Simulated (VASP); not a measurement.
The system is C.

```xyz
2
Lattice="1.2280 0.7090 3.3470 -1.2280 0.7090 3.3470 0.0000 -1.4180 3.3470" Properties=species:S:1:pos:R:3 pbc="T T T"
C     0.0000    0.0000    8.3943
C     0.0000    0.0000    1.6467
```

| Item | Value |
| --- | --- |
| Program | VASP 6.6.1 |
| Task | relaxation of cell and atoms |
| Functional | PBEsol |
| Potentials or basis | VASP PAW PBE potentials, release 64 (C) |
| Cutoff | 600 eV |
| k mesh | 9 × 9 × 9 |
| Occupations | gaussian, width 0.1 eV |
| Spin | no spin polarisation |

At the start: pressure 1.4 GPa; volume 8.74 Å³/atom.

Task: Where does the relaxation end?

Result: Over 5 steps the energy falls by 11.0 meV/atom and the volume is 8.78 Å³/atom (+0.4 %); space group R-3m (No. 166, to 0.1 Å) before and after.

The path:
```csv
step,energy change (eV),largest force (eV/Å),pressure (GPa),volume (Å³)
1,0.0000,0.8420,1.39,17.48
2,-0.0125,0.4989,-2.86,17.68
3,-0.0215,0.0300,-1.11,17.60
4,-0.0206,0.0568,2.88,17.47
5,-0.0219,0.0011,0.31,17.55
```

Final structure:
```
C
1.0
     1.22992    0.71010    3.34965
    -1.22992    0.71010    3.34965
     0.00000   -1.42019    3.34965
C
2
Direct
  0.83345 0.83345 0.83345
  0.16655 0.16655 0.16655
```

Caveat: this functional lacks dispersion, which binds the layers, so the pressure and a relaxed spacing across them are unreliable; the PAW data sets were made with another functional, which shifts forces and pressure a little.
